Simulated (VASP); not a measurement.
# Ag (P6_3/mmc) in VASP: notebook, part 2 of 2

VASP 6.6.1. The steps go on from the part before.

## Step 3: Single point, PBE

This run uses another cell than the first one, of 18.52 Å³/atom.

Contents of INCAR:

```
SYSTEM = Ag
  ALGO = Normal
  EDIFF = 1E-6
  ENCUT = 500
  GGA = PE
  GGA_COMPAT = .False.
  ISIF = 2
  ISMEAR = -1
  LASPH = .True.
  LCHARG = .True.
  LELF = .True.
  LREAL = .False.
  LVHAR = .True.
  LWAVE = .False.
  NBANDS = 18
  NELM = 120
  PREC = Accurate
  SIGMA = 0.05
```

Contents of KPOINTS:

```
k-points
0
Gamma
  10 10 6
  0 0 0
```

Contents of POSCAR:

```
Ag
1.0
    2.9685570532      0.0000000000      0.0000000000
   -1.4842785266      2.5708458207      0.0000000000
    0.0000000000      0.0000000000      4.8530335443
Ag
2
Direct
    0.6666666667      0.3333333333      0.7500000000
    0.3333333333      0.6666666667      0.2500000000
```

Potentials or basis: VASP PAW PBE potentials, release 64 (Ag).

The run is started by

```bash
> cat potpaw_PBE.64/Ag/POTCAR > POTCAR
> mpirun -np 1 vasp_std > vasp.out
```

OUTCAR:

```text
SYSTEM = Ag
   EDIFF = 1E-6
   ENCUT = 500
   GGA = PE
   ISIF = 2
   ISMEAR = -1
   LASPH = .True.
   LREAL = .False.
   NELM = 120
   PREC = Accurate

 ion  position               nearest neighbor table
   1  0.667  0.333  0.750-   2 2.97   2 2.97   2 2.97   2 2.97   2 2.97   2 2.97
   2  0.333  0.667  0.250-   1 2.97   1 2.97   1 2.97   1 2.97   1 2.97   1 2.97

  LATTYP: Found a hexagonal cell.
 ALAT       =     2.9685570532
 C/A-ratio  =     1.6348122867

  Lattice vectors:

 A1 = (   2.9685570532,   0.0000000000,   0.0000000000)
 A2 = (  -1.4842785266,   2.5708458207,   0.0000000000)
 A3 = (   0.0000000000,   0.0000000000,   4.8530335443)

Analysis of symmetry for initial positions (statically):
=====================================================================
 Subroutine PRICEL returns:
 Original cell was already a primitive cell.

 Routine SETGRP: Setting up the symmetry group for a
 hexagonal supercell.

 Subroutine GETGRP returns: Found 24 space group operations
 (whereof 12 operations were pure point group operations)
 out of a pool of 24 trial point group operations.

The static configuration has the point symmetry D_3d.
 The point group associated with its full space group is D_6h.

Analysis of symmetry for dynamics (positions and initial velocities):
=====================================================================
 Subroutine PRICEL returns:
 Original cell was already a primitive cell.

 Routine SETGRP: Setting up the symmetry group for a
 hexagonal supercell.

 Subroutine GETGRP returns: Found 24 space group operations
 (whereof 12 operations were pure point group operations)
 out of a pool of 24 trial point group operations.

The dynamic configuration has the point symmetry D_3d.
 The point group associated with its full space group is D_6h.

 Subroutine INISYM returns: Found 24 space group operations
 (whereof 12 operations are pure point group operations),
 and found     1 'primitive' translations

[... 110 lines left out ...]
   EFERMI_NEDOS =   21; number of points for ismear=-14 and -15
   IALGO  =     38    algorithm
   IMIX   =      4    mixing-type and parameters
     AMIX     =   0.40;   BMIX     =  1.00
     AMIX_MAG =   1.60;   BMIX_MAG =  1.00
  volume/ion in A,a.u.               =      18.52       124.97
  Fermi-wavevector in a.u.,A,eV,Ry     =   1.376166  2.600577 25.767159  1.893833
  Thomas-Fermi vector in A             =   2.501435
   LORBIT       =      0    0 simple, 1 ext, 2 COOP (PROOUT), +10 PAW based schemes
   GGA     = PE    functional components
   LHFCALC =     F    Hartree Fock is set to
   AEXX    =    0.0000 exact exchange contribution
   IVDW    =     0    specifies the selected vdW correction
   LEPSILON=     F    determine dielectric tensor
   LRPA    =     F    only Hartree local field effects (RPA)
 non-spin polarized calculation
  energy-cutoff  :      500.00
  volume of cell :       37.04
 maximum number of plane-waves:       966
 NGX is ok and might be reduce to    24
   NGX = 11   NGY = 11   NGZ = 17

 number of electron      21.9999992 magnetization

 Free energy of the ion-electron system (eV)
  ---------------------------------------------------
  ext. energy  EPLUGINS =         0.00000000
  ---------------------------------------------------
  free energy    TOTEN  =        -5.41100383 eV

  energy without entropy =       -5.40585754  energy(sigma->0) =       -5.40843069

 E-fermi :   7.3200     XC(G=0): -11.7214

 val. band max:        7.1493993474   @ k =   0.0000   0.0000   0.0000
 cond. band min:       7.3465421024   @ k =   0.3000   0.2000   0.3333
 fundamental gap:      0.1971427550
 Fermi energy:         7.3200069626

 k-point     1 :       0.0000    0.0000    0.0000
  band No.  band energies     occupation
      1       0.1540      2.00000
      2       1.4297      2.00000
      3       2.8058      2.00000
      4       2.8962      2.00000
      5       2.8962      2.00000
      6       3.0997      2.00000
[... 481 lines left out ...]
      5       2.8379      2.00000
      6       3.3744      2.00000
[... 10 lines left out ...]
     17      19.1320      0.00000
     18      21.1670      0.00000

 [... further k-points ...]

------------------------ aborting loop because EDIFF is reached ----------------------------------------

  FORCE on cell =-STRESS in cart. coord.  units (eV):
  Direction    XX          YY          ZZ          XY          YZ          ZX
  --------------------------------------------------------------------------------------
  -------------------------------------------------------------------------------------
  Total       -0.5843789     -0.5843789     -0.7337372      0.0000000     -0.0000000      0.0000000
  in kB      -25.2796093    -25.2796093    -31.7406915      0.0000000     -0.0000000      0.0000000
  external PRESSURE =     -27.4333034 kB  Pullay stress =       0.0000000 kB

 VOLUME and BASIS-vectors are now :
 -----------------------------------------------------------------------------
  energy-cutoff  :      500.00
  volume of cell :       37.04
      direct lattice vectors                 reciprocal lattice vectors
     2.968557053  0.000000000  0.000000000     0.336863999  0.194488520  0.000000000
    -1.484278527  2.570845821  0.000000000     0.000000000  0.388977041  0.000000000
     0.000000000  0.000000000  4.853033544     0.000000000  0.000000000  0.206056684

 POSITION                                       TOTAL-FORCE (eV/Angst)
 -----------------------------------------------------------------------------------
      1.48428      0.85695      3.63978        -0.000000      0.000000      0.000000
     -0.00000      1.71390      1.21326         0.000000     -0.000000      0.000000
 -----------------------------------------------------------------------------------
    total drift:                               -0.000000      0.000000     -0.000000

  FREE ENERGIE OF THE ION-ELECTRON SYSTEM (eV)
  ---------------------------------------------------
  free  energy   TOTEN  =        -5.4110038324 eV

  energy  without entropy=       -5.4058575415  energy(sigma->0) =       -5.40843069
```

OSZICAR:

```text
N       E                     dE             d eps       ncg     rms          rms(c)
DAV:   1     0.122232563959E+03    0.12223E+03   -0.11490E+04  2016   0.117E+03
DAV:   2    -0.385365634368E+01   -0.12609E+03   -0.11966E+03  2090   0.260E+02
DAV:   3    -0.585160668196E+01   -0.19980E+01   -0.19916E+01  2322   0.369E+01
DAV:   4    -0.585759313087E+01   -0.59864E-02   -0.59860E-02  2248   0.202E+00
DAV:   5    -0.585764335242E+01   -0.50222E-04   -0.50220E-04  2264   0.197E-01    0.598E+00
DAV:   6    -0.542562461303E+01    0.43202E+00   -0.11340E+00  2112   0.112E+01    0.404E+00
DAV:   7    -0.541523724600E+01    0.10387E-01   -0.12224E-02  2150   0.991E-01    0.235E+00
DAV:   8    -0.541097639281E+01    0.42609E-02   -0.11029E-03  2136   0.285E-01    0.937E-02
DAV:   9    -0.541099186077E+01   -0.15468E-04   -0.18416E-05  2340   0.312E-02    0.384E-02
DAV:  10    -0.541100403895E+01   -0.12178E-04   -0.82659E-06  2212   0.264E-02    0.196E-03
DAV:  11    -0.541100383243E+01    0.20652E-06   -0.88069E-08  1148   0.268E-03
   1 F= -.54110038E+01 E0= -.54084307E+01  d E =-.514629E-02
```

Run time: 9.8 s. Hardware: 1 thread of Intel Xeon 6975P-C (Granite Rapids), shared host; peak memory 0.17 GiB.

Results:

```
Free energy            : -5.4110 eV
Pressure               : -2.7 GPa
Band gap on the k mesh : zero (bands 11 and 12 overlap by 6.29 eV)
```

Stress tensor (GPa, compression positive):
```
-2.53  0.00  0.00
 0.00 -2.53  0.00
 0.00  0.00 -3.17
```

## Step 4: Single point, LDA

This run uses another cell than the first one, of 16.74 Å³/atom.

Contents of INCAR:

```
SYSTEM = Ag
ALGO = Normal ; EDIFF = 1E-6
ENCUT = 520 ; GGA = CA
ISIF = 2 ; ISMEAR = -1
LASPH = .True. ; LCHARG = .False.
LREAL = .False. ; LWAVE = .False.
NBANDS = 18 ; NELM = 80
PREC = Accurate ; SIGMA = 0.05
```

KPOINTS is that of step 3.

Contents of POSCAR:

```
Ag
1.0
    2.8701872985      0.0000000000      0.0000000000
   -1.4350936493      2.4856551142      0.0000000000
    0.0000000000      0.0000000000      4.6922174607
Ag
2
Direct
    0.6666666667      0.3333333333      0.7500000000
    0.3333333333      0.6666666667      0.2500000000
```

Potentials or basis: VASP PAW LDA potentials, release 64 (Ag).

The run is started by

```bash
> cat potpaw_LDA.64/Ag/POTCAR > POTCAR
> mpirun -np 1 vasp_std > vasp.out
```

Wall time 32 s (1 thread of Intel Xeon 8259CL, shared host); peak memory 0.15 GiB.

The run converged. Its results:

```
Free energy            : -7.5188 eV
Pressure               : -4.8 GPa
Band gap on the k mesh : zero (bands 11 and 12 overlap by 6.55 eV)
```

Stress tensor (GPa, compression positive):
```
-4.56  0.00  0.00
 0.00 -4.56  0.00
 0.00  0.00 -5.19
```

Levels at points of the mesh, in eV from the Fermi level:
```
           k point  band 9  band 10  band 11  band 12  band 13  band 14
(0.00, 0.00, 0.00)   -4.11    -3.05    -3.05    -0.48     3.66    15.75
(0.50, 0.00, 0.00)   -2.85    -2.76     0.11     1.59     6.90     7.19
(0.00, 0.00, 0.50)   -3.38    -3.38    -3.38    -3.38    11.25    11.25
(0.50, 0.00, 0.50)   -2.82    -2.82     0.71     0.71     4.68     4.68
```

Caveat: the cell stands under tension.

## Step 5: Single point, LDA

This run uses another cell than the first one, of 17.09 Å³/atom.

Contents of INCAR:

```
PREC = Accurate
ENCUT = 520
EDIFF = 1E-6
ISMEAR = -1
SIGMA = 0.05
LREAL = F
LASPH = T
NELM = 60
ALGO = Normal
ISIF = 2
LWAVE = F
LCHARG = F
NBANDS = 18
```

Contents of KPOINTS:

```
regular mesh
0
Gamma
  10 10 6
```

Contents of POSCAR:

```
Ag
1.0
    2.8904005511      0.0000000000      0.0000000000
   -1.4452002756      2.5031603044      0.0000000000
    0.0000000000      0.0000000000      4.7252623344
Ag
2
Direct
    0.6666666667      0.3333333333      0.7500000000
    0.3333333333      0.6666666667      0.2500000000
```

The run is started by

```bash
> cat potpaw_LDA.64/Ag/POTCAR > POTCAR
> mpirun -np 1 vasp_std > vasp.out
```

It took 28 s on 1 thread of Intel Xeon 8259CL, shared host; peak memory 0.16 GiB.

It converged, with:

- Free energy: -7.4931 eV
- Pressure: -6.9 GPa
- Band gap on the k mesh: zero (bands 11 and 12 overlap by 6.47 eV)

Stress tensor (GPa, compression positive):
```
-6.70  0.00  0.00
 0.00 -6.70  0.00
 0.00  0.00 -7.32
```

Levels at points of the mesh, in eV from the Fermi level:
```
           k point  band 8  band 9  band 10  band 11  band 12  band 13  band 14  band 15
(0.00, 0.00, 0.00)   -4.05   -4.05    -3.03    -3.03    -0.42     3.54    15.69    17.55
(0.50, 0.00, 0.00)   -2.89   -2.84    -2.75     0.11     1.54     6.81     7.10     9.29
(0.00, 0.00, 0.50)   -4.52   -3.35    -3.35    -3.35    -3.35    11.09    11.09    16.03
(0.50, 0.00, 0.50)   -3.09   -2.81    -2.81     0.74     0.74     4.56     4.56    13.52
```

Caveat: the cell stands under tension.

## Step 6: The runs side by side

```tsv
level	potentials or basis	cell	cutoff (eV)	gap on the mesh (eV)	pressure (GPa)
PBE	VASP PAW PBE potentials, release 64 (Ag)	a = 2.910, b = 2.910, c = 4.758 Å, angles 90.0, 90.0, 120.0°, 2 atoms	500	none	2.5
PBE	VASP PAW PBE potentials, release 64 (Ag)	a = 2.969, b = 2.969, c = 4.853 Å, angles 90.0, 90.0, 120.0°, 2 atoms	500	none	-2.7
LDA	VASP PAW LDA potentials, release 64 (Ag)	a = 2.870, b = 2.870, c = 4.692 Å, angles 90.0, 90.0, 120.0°, 2 atoms	520	none	-4.8
LDA	VASP PAW LDA potentials, release 64 (Ag)	a = 2.890, b = 2.890, c = 4.725 Å, angles 90.0, 90.0, 120.0°, 2 atoms	520	none	-6.9
```

Alike in all rows: task single point; no spin polarisation; k mesh 10 × 10 × 6; smearing fermi-dirac 0.05 eV.

Caveats: the cell stands under tension (at least some runs).

Absolute energies hang on the potentials; compare differences alone.
